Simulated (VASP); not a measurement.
## TaN: single point with PBE+U

Crystal: TaN.

```
Ta N
1.0
     3.04800    0.00000    0.00000
    -1.52400    2.63965    0.00000
     0.00000    0.00000    4.91800
Ta N
2 2
Direct
  0.00000 0.00000 0.00000
  0.00000 0.00000 0.50000
  0.33333 0.66667 0.25000
  0.66667 0.33333 0.75000
```

* Program: VASP 6.6.1
* Task: single point
* Functional: PBE
* Potentials or basis: VASP PAW PBE potentials, release 64 (Ta_sv_GW, N)
* Cutoff: 700 eV
* k mesh: 7 × 7 × 4
* Occupations: gaussian, width 0.05 eV
* Spin: collinear spin, zero start
* Starting moments: [0.0, 0.0, 0.0, 0.0] μB
* Hubbard terms: Ta d U = 4.0 eV, J = 0.9 eV
* Dipole correction: no
* LDAUTYPE: 1
* Hund's J: 0.9
* Further INCAR settings: ALGO = Normal; EDIFF = 1e-06; NBANDS = 30

The pressure is 71.6 GPa. The band gap on the k mesh is zero (filled and empty bands overlap). The net moment is 0.00 μB per cell and the valence electrons inside the program's atomic spheres are Ta 12.00; N 3.82.

Stress tensor (GPa, compression positive):
```
 39.65   0.00   0.00
  0.00  39.65   0.00
  0.00   0.00 135.62
```

Levels at points of the mesh, in eV from the Fermi level:
Spin up:
```csv
k point,band 14,band 15,band 16,band 17,band 18,band 19,band 20,band 21,band 22,band 23
"(0.00, 0.00, 0.00)",-5.32,-3.92,-3.92,-3.89,-1.76,-1.76,-0.58,-0.58,2.43,3.92
"(0.00, 0.00, 0.50)",-6.50,-6.50,-6.50,-0.14,-0.14,0.07,0.07,0.07,0.07,4.65
```
Spin down:
| k point | band 15 | band 16 | band 17 | band 18 | band 19 | band 20 | band 21 | band 22 |
| --- | --- | --- | --- | --- | --- | --- | --- | --- |
| (0.00, 0.00, 0.00) | -3.92 | -3.92 | -3.89 | -1.76 | -1.76 | -0.58 | -0.58 | 2.43 |
| (0.00, 0.00, 0.50) | -6.50 | -6.50 | -0.14 | -0.14 | 0.07 | 0.07 | 0.07 | 0.07 |

Eigenvalues of the final occupation matrices:
| site | spin | trace | eigenvalues |
| --- | --- | --- | --- |
| site 1 d | 1 | 1.31 | 0.22 0.22 0.25 0.25 0.37 |
| site 1 d | 2 | 1.31 | 0.22 0.22 0.25 0.25 0.37 |
| site 2 d | 1 | 1.31 | 0.22 0.22 0.25 0.25 0.37 |
| site 2 d | 2 | 1.31 | 0.22 0.22 0.25 0.25 0.37 |

Wall time 120 s on 1 thread of Intel(R) Xeon(R) Platinum 8259CL CPU @ 2.50GHz (Skylake/Cascade Lake) (shared host), peak memory 0.25 GiB.

Caveat: the stress differs along the axes, from 40 to 136 GPa; spin-orbit coupling is left out, which moves the levels of the heavy elements.
